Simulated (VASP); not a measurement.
# Ir (Fm-3m) in VASP: single point with PBEsol

Aim: the single point of Ir with PBEsol.

Program: VASP 6.6.1. These are calculated values, not measurements. Logs are shortened: lines on timing, memory, paths and dates and some standing lists are left out, and cuts for length are marked.

### 1 The cell of the first run

The structure is cubic, space group Fm-3m (No. 225). The conventional cell has a = 3.497 Å, b = 3.497 Å, c = 3.497 Å, α = 90.00°, β = 90.00°, γ = 90.00°. Ir (site symmetry m-3m) has 12 Ir at 2.47 Å within 3.3 Å.

### 2 Single point, PBEsol

INCAR reads:

```
ALGO = Normal
EDIFF = 1E-6
ENCUT = 500
GGA = PS
GGA_COMPAT = False
ISIF = 2
ISMEAR = -1
LASPH = True
LCHARG = False
LREAL = False
LWAVE = False
NBANDS = 10
NELM = 120
PREC = Accurate
SIGMA = 0.1
```

KPOINTS reads:

```
k-points
0
Gamma
  19 19 19
```

POSCAR reads:

```
Ir
1.0
    0.0000000000      1.7483517177      1.7483517177
    1.7483517177      0.0000000000      1.7483517177
    1.7483517177      1.7483517177      0.0000000000
Ir
1
Direct
    0.0000000000      0.0000000000      0.0000000000
```

Potentials or basis: VASP PAW PBE potentials, release 64 (Ir).

The run is started by

```
cat potpaw_PBE.64/Ir/POTCAR > POTCAR
mpirun -np 1 vasp_std > vasp.out
```

OUTCAR:

```text
EDIFF = 1E-6
   ENCUT = 500
   GGA = PS
   ISIF = 2
   ISMEAR = -1
   LASPH = True
   LREAL = False
   NELM = 120
   PREC = Accurate

 ion  position               nearest neighbor table
   1  0.000  0.000  0.000-

  LATTYP: Found a face centered cubic cell.
 ALAT       =     3.4967034354

  Lattice vectors:

 A1 = (   0.0000000000,   1.7483517177,   1.7483517177)
 A2 = (   1.7483517177,   0.0000000000,   1.7483517177)
 A3 = (   1.7483517177,   1.7483517177,   0.0000000000)

Analysis of symmetry for initial positions (statically):
=====================================================================
 Subroutine PRICEL returns:
 Original cell was already a primitive cell.

 Routine SETGRP: Setting up the symmetry group for a
 face centered cubic supercell.

 Subroutine GETGRP returns: Found 48 space group operations
[... 9 lines left out ...]

 Routine SETGRP: Setting up the symmetry group for a
 face centered cubic supercell.

 Subroutine GETGRP returns: Found 48 space group operations
[... 11 lines left out ...]
                                     Primitive cell

  volume of cell :      10.6885

  direct lattice vectors                    reciprocal lattice vectors
     0.000000000  1.748351718  1.748351718    -0.285983647  0.285983647  0.285983647
     1.748351718  0.000000000  1.748351718     0.285983647 -0.285983647  0.285983647
     1.748351718  1.748351718  0.000000000     0.285983647  0.285983647 -0.285983647

  length of vectors
     2.472542711  2.472542711  2.472542711     0.495338206  0.495338206  0.495338206

  position of ions in fractional coordinates (direct lattice)
     0.000000000  0.000000000  0.000000000

  ion indices of the primitive-cell ions
   primitive index   ion index
                 1           1

----------------------------------------------------------------------------------------

 KPOINTS: k-points

Automatic generation of k-mesh.
 Grid dimensions read from file:
 generate k-points for:   19   19   19

 Generating k-lattice:

  Cartesian coordinates                     Fractional coordinates (reciprocal lattice)
    -0.015051771  0.015051771  0.015051771     0.052631579  0.000000000  0.000000000
     0.015051771 -0.015051771  0.015051771     0.000000000  0.052631579  0.000000000
     0.015051771  0.015051771 -0.015051771     0.000000000  0.000000000  0.052631579

  Length of vectors
     0.026070432  0.026070432  0.026070432

  Shift w.r.t. Gamma in fractional coordinates (k-lattice)
     0.000000000  0.000000000  0.000000000

 Subroutine IBZKPT returns following result:
 ===========================================

[... 46 lines left out ...]
   NELM   =    120;   NELMIN=  2; NELMDL= -5     # of ELM steps
   EDIFF  = 0.1E-05   stopping-criterion for ELM
   LREAL  =      F    real-space projection
   EDIFFG = 0.1E-04   stopping-criterion for IOM
   NSW    =      0    number of steps for IOM
   IBRION =     -1    ionic relax: 0-MD 1-quasi-New 2-CG
   NFREE  =      0    steps in history (QN), initial steepest desc. (CG)
   ISIF   =      2    stress and relaxation
   ISYM   =      2    0-nonsym 1-usesym 2-fastsym
   POTIM  = 0.5000    time-step for ionic-motion
   TEBEG  =    0.0;   TEEND  =   0.0 temperature during run
   PSTRESS=    0.0 pullay stress
   NELECT =       9.0000    total number of electrons
   NUPDOWN=      -1.0000    fix difference up-down
   EMIN   =  10.00;   EMAX   =-10.00  energy-range for DOS
   EFERMI =   0.00;   METHOD = LEGACY
   ISMEAR =    -1;   SIGMA  =   0.10  broadening in eV -4-tet -1-fermi 0-gaus
   EFERMI_NEDOS =   21; number of points for ismear=-14 and -15
   IALGO  =     38    algorithm
   IMIX   =      4    mixing-type and parameters
     AMIX     =   0.40;   BMIX     =  1.00
     AMIX_MAG =   1.60;   BMIX_MAG =  1.00
  volume/ion in A,a.u.               =      10.69        72.13
  Fermi-wavevector in a.u.,A,eV,Ry     =   1.545908  2.921342 32.515615  2.389830
  Thomas-Fermi vector in A             =   2.651219
   LORBIT       =      0    0 simple, 1 ext, 2 COOP (PROOUT), +10 PAW based schemes
   GGA     = PS    functional components
   LHFCALC =     F    Hartree Fock is set to
   AEXX    =    0.0000 exact exchange contribution
   IVDW    =     0    specifies the selected vdW correction
   LEPSILON=     F    determine dielectric tensor
   LRPA    =     F    only Hartree local field effects (RPA)
 non-spin polarized calculation
  energy-cutoff  :      500.00
  volume of cell :       10.69
 maximum number of plane-waves:       290
 NGX is ok and might be reduce to    18
   NGX =  9   NGY =  9   NGZ =  9

 number of electron       9.0000000 magnetization

 Free energy of the ion-electron system (eV)
  ---------------------------------------------------
  ext. energy  EPLUGINS =         0.00000000
  ---------------------------------------------------
  free energy    TOTEN  =        -8.09462452 eV

  energy without entropy =       -8.07096481  energy(sigma->0) =       -8.08279466

 E-fermi :  15.8500     XC(G=0): -15.7910

 val. band max:       15.8411161250   @ k =   0.4737   0.3684   0.0000
 cond. band min:      15.8623398502   @ k =  -0.4211   0.4211   0.0000
 fundamental gap:      0.0212237252
 Fermi energy:        15.8500351924

 k-point     1 :       0.0000    0.0000    0.0000
  band No.  band energies     occupation
      1       1.3997      2.00000
      2       9.8974      2.00000
      3       9.8974      2.00000
      4       9.8974      2.00000
      5      14.0949      2.00000
      6      14.0949      2.00000
      7      29.1948      0.00000
      8      36.5962      0.00000
      9      36.5962      0.00000
     10      36.5962      0.00000
[... 287 lines left out ...]
 k-point    24 :      -0.2632    0.0526    0.0000
  band No.  band energies     occupation
      1       4.4652      2.00000
      2       9.5518      2.00000
      3      10.4128      2.00000
      4      10.5303      2.00000
      5      14.0493      2.00000
      6      15.4515      1.96350
      7      29.4589      0.00000
      8      34.8725      0.00000
      9      41.7286      0.00000
     10      42.1283      0.00000

 [... further k-points ...]
[... 5 lines left out ...]
  --------------------------------------------------------------------------------------
  -------------------------------------------------------------------------------------
  Total       14.2507834     14.2507834     14.2507834      0.0000000     -0.0000000      0.0000000
  in kB     2136.1557399   2136.1557399   2136.1557399      0.0000000     -0.0000000      0.0000000
  external PRESSURE =    2136.1557399 kB  Pullay stress =       0.0000000 kB

 VOLUME and BASIS-vectors are now :
 -----------------------------------------------------------------------------
  energy-cutoff  :      500.00
  volume of cell :       10.69
      direct lattice vectors                 reciprocal lattice vectors
     0.000000000  1.748351718  1.748351718    -0.285983647  0.285983647  0.285983647
     1.748351718  0.000000000  1.748351718     0.285983647 -0.285983647  0.285983647
     1.748351718  1.748351718  0.000000000     0.285983647  0.285983647 -0.285983647

 POSITION                                       TOTAL-FORCE (eV/Angst)
 -----------------------------------------------------------------------------------
      0.00000      0.00000      0.00000         0.000000     -0.000000      0.000000
 -----------------------------------------------------------------------------------
    total drift:                                0.000000      0.000000      0.000000

  FREE ENERGIE OF THE ION-ELECTRON SYSTEM (eV)
  ---------------------------------------------------
  free  energy   TOTEN  =        -8.0946245191 eV

  energy  without entropy=       -8.0709648080  energy(sigma->0) =       -8.08279466
```

OSZICAR:

```text
N       E                     dE             d eps       ncg     rms          rms(c)
DAV:   1     0.494156112830E+02    0.49416E+02   -0.44731E+03  4464   0.832E+02
DAV:   2    -0.786162937873E+01   -0.57277E+02   -0.54380E+02  4582   0.209E+02
DAV:   3    -0.860316197945E+01   -0.74153E+00   -0.74003E+00  5138   0.281E+01
DAV:   4    -0.860924943416E+01   -0.60875E-02   -0.60863E-02  5356   0.234E+00
DAV:   5    -0.860933387418E+01   -0.84440E-04   -0.84438E-04  5440   0.239E-01    0.337E+01
DAV:   6    -0.824834451026E+01    0.36099E+00   -0.24826E-01  5092   0.631E+00    0.172E+01
DAV:   7    -0.810033326645E+01    0.14801E+00   -0.19617E-01  5806   0.506E+00    0.131E+00
DAV:   8    -0.809502495695E+01    0.53083E-02   -0.78523E-03  4862   0.137E+00    0.549E-01
DAV:   9    -0.809461642620E+01    0.40853E-03   -0.16722E-04  5002   0.172E-01    0.251E-02
DAV:  10    -0.809462437878E+01   -0.79526E-05   -0.32295E-06  6154   0.158E-02    0.753E-03
DAV:  11    -0.809462451914E+01   -0.14036E-06   -0.63971E-08  2640   0.341E-03
   1 F= -.80946245E+01 E0= -.80827947E+01  d E =-.236597E-01
```

stdout:

```text
POSCAR found type information on POSCAR Ir
 POSCAR found :  1 types and       1 ions
 scaLAPACK will be used
 -----------------------------------------------------------------------------
|                                                                             |
|                                                                             |
|     You enforced a specific xc type in the INCAR file but a different       |
|     I HOPE YOU KNOW WHAT YOU ARE DOING!                                     |
|                                                                             |
 -----------------------------------------------------------------------------

 LDA part: xc-table for (Slater+PW92), standard interpolation
 POSCAR, INCAR and KPOINTS ok, starting setup
 FFT: planning ... GRIDC
 FFT: planning ... GRID_SOFT
 FFT: planning ... GRID
 WAVECAR not read
 entering main loop
```

Run time: 19 s. Hardware: 1 thread of AMD EPYC 7R43 (Zen 3), shared host; peak memory 0.11 GiB.

Results:

- Free energy: -8.0946 eV
- Pressure: 213.6 GPa

Caveat: the PAW data sets were made with another functional, which shifts forces and pressure a little; spin-orbit coupling is left out, which moves the levels of the heavy elements.
